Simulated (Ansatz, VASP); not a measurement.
## Two plane-wave programs on Pt

```
Pt
1.0
     0.00000    3.03547    3.03547
     3.03547    0.00000    3.03547
     3.03547    3.03547    0.00000
Pt
3
Direct
  0.00000 0.00000 0.00000
  0.75000 0.75000 0.75000
  0.25000 0.25000 0.25000
```

Alike in both runs: functional PBE; k mesh 6 × 6 × 6; occupations gaussian, width 0.1 eV; no spin polarisation.

Ansatz relaxed the structure, and its values are those at the end. VASP's run is a single point on that final structure, the one shown.

|  | VASP | Ansatz |
| --- | --- | --- |
| version | VASP 6.6.1 | Ansatz 0.2.0 |
| potentials or method | VASP PAW PBE potentials, release 64 (Pt), cutoff 520 eV | scalar-relativistic, plane waves, PAW |
| valence electrons in the cell | 30 | 54 |

VASP gave:

* gap on the k mesh at the Fermi level (eV): none
* pressure (GPa): -0.4

Q: Estimate Ansatz's values.

A: gap on the k mesh at the Fermi level (eV): none; pressure (GPa): 0.0.

A gap of «none» marks a metal or a gap that the smearing closes. With one functional, cell and mesh, what is left measures potentials, basis and numerics. VASP's potentials hold 30 valence electrons a cell and Ansatz's 54, so a difference there can come from the potentials and not from the codes.

Neither program's run includes spin-orbit coupling.
